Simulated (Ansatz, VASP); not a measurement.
This is a calculation of Ta3N for VASP 6.6.1.

File INCAR:

```
PREC     = Accurate       # precision mode
ENCUT    = 520            # plane-wave cutoff, eV
EDIFF    = 1E-6           # SCF threshold, eV
ISMEAR   = -1             # smearing method
SIGMA    = 0.05           # smearing width, eV
LREAL    = F              # projectors in reciprocal space
LASPH    = T              # aspherical terms in the spheres
NELM     = 80             # most SCF steps
ALGO     = Normal         # electronic algorithm
ISIF     = 2              # what is computed and relaxed
LWAVE    = F              # write WAVECAR
LCHARG   = F              # write CHGCAR
GGA      = PS             # functional
NBANDS   = 27             # bands
```

KPOINTS

```
Automatic mesh
0
Gamma
  10 10 4
```

File POSCAR:

```
Ta3N
1.0
    3.0721262478      0.0000000000      0.0000000000
   -1.5360631240      2.6605393743      0.0000000000
    0.0000000000      0.0000000000      7.6231501572
Ta N
3 1
Direct
    0.6666666667      0.3333333333      0.8260700000
    0.3333333333      0.6666666667      0.1739300000
    0.0000000000      0.0000000000      0.5000000000
    0.0000000000      0.0000000000      0.0000000000
```

Potentials or basis: VASP PAW PBE potentials, release 64 (Ta_pv, N).

Command:

```console
$ cat potpaw_PBE.64/Ta_pv/POTCAR potpaw_PBE.64/N/POTCAR > POTCAR
$ mpirun -np 1 vasp_std > vasp.out
```

Question: Set up the same calculation for Ansatz 0.2.0. Potentials there: all-electron LAPW, scalar-relativistic.

Answer: As run (the cutoff follows the program's own potentials):

The input input.yaml:

```yaml
crystal:
  lattice:
    - [3.0721262478, 0.0, 0.0]
    - [-1.536063124, 2.6605393743, 0.0]
    - [0.0, 0.0, 7.6231501572]
  atoms:
    - { symbol: Ta, position: [0.6666666667, 0.3333333333, 0.82607] }
    - { symbol: Ta, position: [0.3333333333, 0.6666666667, 0.17393] }
    - { symbol: Ta, position: [0.0, 0.0, 0.5] }
    - { symbol: "N", position: [0.0, 0.0, 0.0] }
kpoints:
  mp_grid: { grid: [10, 10, 4] }
scf:
  occupations: { method: fermi_dirac, width: 0.05 }
hamiltonian:
  xc: pbesol
  pseudopotentials: { kind: all_electron, lapw: { basis_error: 0.001 } }
output:
  forces: true
  stress: true
  eigenvalues: true
```

Potentials or basis: all-electron LAPW, scalar-relativistic.

The run is started by

```bash
$ ansatz run input.yaml --threads 2 --pin off --max-ram 8192MiB --backend cpu --events-out ev --progress --plain --runs-dir out
```

Both were run:

|  | VASP | Ansatz | Ansatz less VASP |
| --- | --- | --- | --- |
| gap on the k mesh at the Fermi level (eV) | none | none | - |
| pressure (GPa) | -16.2 | -16.3 | -0.13 |
| traceless stress, the component that is largest in VASP (GPa) | 0.17 | 0.14 | -0.030 |
| rms of the force components (eV/Å) | 0.229 | 0.247 | +0.0180 |

VASP's potentials were made for PBE, not for PBEsol. Atom by atom the forces differ by 0.018 eV/Å (rms over components). A gap of «none» marks a metal or a gap that the smearing closes. Ansatz ran all-electron here, and VASP with PAW potentials.

Spin-orbit coupling is off throughout.
